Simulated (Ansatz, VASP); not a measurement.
## One calculation of Hg, two programs

```
CELL_PARAMETERS angstrom
0.00000 2.25955 2.25955
2.25955 0.00000 2.25955
2.25955 2.25955 0.00000
ATOMIC_POSITIONS crystal
Hg 0.00000 0.00000 0.00000
```

Alike in both runs: task relaxation of cell and atoms; functional LDA; k mesh 12 × 12 × 12; occupations fermi-dirac, width 0.1 eV; no spin polarisation.

```csv
,VASP,Ansatz
version,VASP 6.6.1,Ansatz 0.2.0
potentials or method,"VASP PAW LDA potentials, release 64 (Hg_sv_GW), cutoff 550 eV","plane waves (420 eV) with PAW, scalar-relativistic"
valence electrons in the cell,20,20
```

|  | VASP | Ansatz | Ansatz less VASP |
| --- | --- | --- | --- |
| relaxed volume (Å³/atom) | 22.07 | 22.03 | -0.040 |
| relaxed length of the cell vector where the two differ most in proportion (Å) | 3.148 | 3.146 | -0.0019 |

Ansatz warns that its potentials were made for another functional, while VASP's fit it. LDA's correlation is that of Perdew and Zunger in VASP and of Perdew and Wang (1992) in Ansatz.

Neither program's run includes spin-orbit coupling.
